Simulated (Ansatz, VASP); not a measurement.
**One calculation of AlN, two programs**

```
CELL_PARAMETERS angstrom
-0.03054 2.02870 2.02870
2.02870 -0.03054 2.02870
2.02870 2.02870 -0.03054
ATOMIC_POSITIONS crystal
Al 0.00000 0.00000 0.00000
N 0.50000 0.50000 0.50000
```

Change from the starting cell: epitaxial_111 strain +2.0%.

Alike in both runs: task single point; functional PBE; k mesh 10 × 10 × 10; occupations fermi-dirac, width 0.02 eV; no spin polarisation.

```csv
,VASP,Ansatz
version,VASP 6.6.1,Ansatz 0.2.0
potentials or method,"VASP PAW PBE potentials, release 64 (Al, N)","plane waves, PAW"
plane-wave cutoff (eV),520,420
valence electrons in the cell,8,8
```

Ansatz gave:

| Quantity | Value |
| --- | --- |
| gap on the k mesh at the Fermi level (eV) | 4.06 |
| pressure (GPa) | -3.1 |
| traceless stress, the component that is largest in VASP (GPa) | 4.39 |

Question: Which values does VASP return?

Answer: gap on the k mesh at the Fermi level (eV): 4.04; pressure (GPa): -3.3; traceless stress, the component that is largest in VASP (GPa): 4.39.
